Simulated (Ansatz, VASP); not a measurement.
**One calculation of Al3B2W, two programs**

```
CELL_PARAMETERS angstrom
3.09288 0.00000 0.00000
0.00000 1.63414 6.99472
0.00000 -1.63414 6.99472
ATOMIC_POSITIONS crystal
Al 0.00000 0.19836 0.19836
Al 0.50000 0.79975 0.79975
Al 0.50000 0.58697 0.58697
B 0.00000 0.03460 0.03460
B 0.50000 0.96813 0.96813
W 0.00000 0.41219 0.41219
```

Alike in both runs: functional PBE; k mesh 10 × 10 × 10; occupations gaussian, width 0.1 eV; no spin polarisation.

Ansatz relaxed the structure, and its values are those at the end. VASP's run is a single point on that final structure, the one shown.

|  | VASP | Ansatz |
| --- | --- | --- |
| version | VASP 6.6.1 | Ansatz 0.2.0 |
| potentials or method | VASP PAW PBE potentials, release 64 (Al, B, W_sv), cutoff 520 eV | scalar-relativistic, plane waves, PAW |
| valence electrons in the cell | 29 | 29 |

|  | VASP | Ansatz | Ansatz less VASP |
| --- | --- | --- | --- |
| gap on the k mesh at the Fermi level (eV) | none | none | - |
| pressure (GPa) | 0.1 | 0.0 | -0.08 |
| rms of the force components (eV/Å) | 0.006 | 0.001 | -0.0057 |

A gap of «none» marks a metal or a gap that the smearing closes.

Spin-orbit coupling is off throughout.
